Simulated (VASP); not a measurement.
## TiSi2: relaxation of cell and atoms with PBE

TiSi2:

```
CELL_PARAMETERS angstrom
2.23869 -3.87752 0.00000
-4.47737 0.00000 0.00000
0.00000 0.00000 -5.36667
ATOMIC_POSITIONS crystal
Si 0.00000 0.00000 0.50000
Si 0.00000 0.00000 0.00000
Si 0.66667 0.33333 0.25000
Si 0.66667 0.33333 0.75000
Ti 0.33333 0.66667 0.25000
Ti 0.33333 0.66667 0.75000
```

| Item | Value |
| --- | --- |
| Program | VASP 6.6.1 |
| Task | relaxation of cell and atoms |
| Functional | PBE |
| Potentials or basis | VASP PAW PBE potentials, release 64 (Si, Ti_sv) |
| Cutoff | 500 eV |
| k mesh | 12 × 12 × 8 |
| Occupations | gaussian, width 0.1 eV |
| Spin | no spin polarisation |
| Dipole correction | no |
| Further INCAR settings | ALGO = Normal; EDIFF = 1e-07; IBRION = 2; EDIFFG = -0.015; NSW = 80; ISIF = 3 |

```
Relaxed volume                        : 14.94 Å³/atom
Relaxed cell                          : a = 4.459 Å, b = 4.459 Å, c = 5.205 Å, α = 90.00°, β = 90.00°, γ = 120.00°
Space group after relaxing (to 0.1 Å) : P-6m2 (No. 187)
Energy gained by relaxing             : 9.3 meV/atom
Ionic steps                           : 5
Pressure after relaxing               : 0.1 GPa
Band gap on the k mesh                : zero (bands 20 and 21 overlap by 1.27 eV)
```

The path:
| step | energy change (eV) | largest force (eV/Å) | pressure (GPa) | volume (Å³) |
| --- | --- | --- | --- | --- |
| 1 | 0.0000 | 0.0000 | -3.53 | 93.17 |
| 2 | -0.0451 | 0.0000 | 1.52 | 88.62 |
| 3 | -0.0482 | 0.0000 | 0.44 | 89.50 |
| 4 | -0.0550 | 0.0000 | 0.21 | 89.59 |
| 5 | -0.0555 | 0.0000 | 0.14 | 89.62 |

Final structure:
```
Si Ti
1.0
     2.22952   -3.86164    0.00000
    -4.45904    0.00000    0.00000
     0.00000    0.00000   -5.20459
Si Ti
4 2
Direct
  0.00000 0.00000 0.50000
  0.00000 0.00000 0.00000
  0.66667 0.33333 0.25000
  0.66667 0.33333 0.75000
  0.33333 0.66667 0.25000
  0.33333 0.66667 0.75000
```

Levels at points of the mesh, in eV from the Fermi level:
| k point | band 18 | band 19 | band 20 | band 21 | band 22 | band 23 |
| --- | --- | --- | --- | --- | --- | --- |
| (0.00, 0.00, 0.00) | -1.03 | -1.03 | -0.38 | -0.38 | -0.02 | 0.25 |
| (0.50, 0.00, 0.00) | -0.58 | -0.34 | 0.22 | 0.37 | 1.53 | 1.59 |
| (0.00, 0.00, 0.50) | -1.36 | -0.63 | -0.63 | -0.63 | -0.63 | 2.48 |
| (0.50, 0.00, 0.50) | -0.36 | 0.26 | 0.26 | 0.41 | 0.41 | 1.67 |

It took 24 min on 1 thread of Oxide Virtual Turin-like Processor, with other jobs on the host, peak memory 0.3 GiB.
